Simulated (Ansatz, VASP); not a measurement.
CoO in VASP and in Ansatz

```
CELL_PARAMETERS angstrom
-1.47722 1.47722 2.06423
1.47722 -1.47722 2.06423
1.47722 1.47722 -2.06423
ATOMIC_POSITIONS crystal
Co 0.00000 0.00000 0.00000
O 0.50000 0.50000 0.00000
```

Change from the starting cell: volume scaled by 0.94.

Alike in both runs: task single point; functional LDA; k mesh 12 × 12 × 12; occupations fermi-dirac, width 0.05 eV; collinear spin.

|  | VASP | Ansatz |
| --- | --- | --- |
| version | VASP 6.6.1 | Ansatz 0.2.0 |
| potentials or method | VASP PAW LDA potentials, release 64 (Co, O), cutoff 520 eV | all-electron LAPW, scalar-relativistic |

```csv
,VASP,Ansatz,Ansatz less VASP
gap on the k mesh at the Fermi level (eV),none,none,-
pressure (GPa),-12.3,-10.6,+1.66
"traceless stress, the component that is largest in VASP (GPa)",0.42,0.18,-0.242
net moment per atom (μB),1.18,1.25,+0.071
size of the moment on the site where the two differ most (μB),2.10,2.22,+0.122
```

LDA's correlation is that of Perdew and Zunger in VASP and of Perdew and Wang (1992) in Ansatz. Site moments also hang on the region over which each program counts them. A gap of «none» marks a metal or a gap that the smearing closes. Ansatz ran all-electron here, and VASP with PAW potentials.
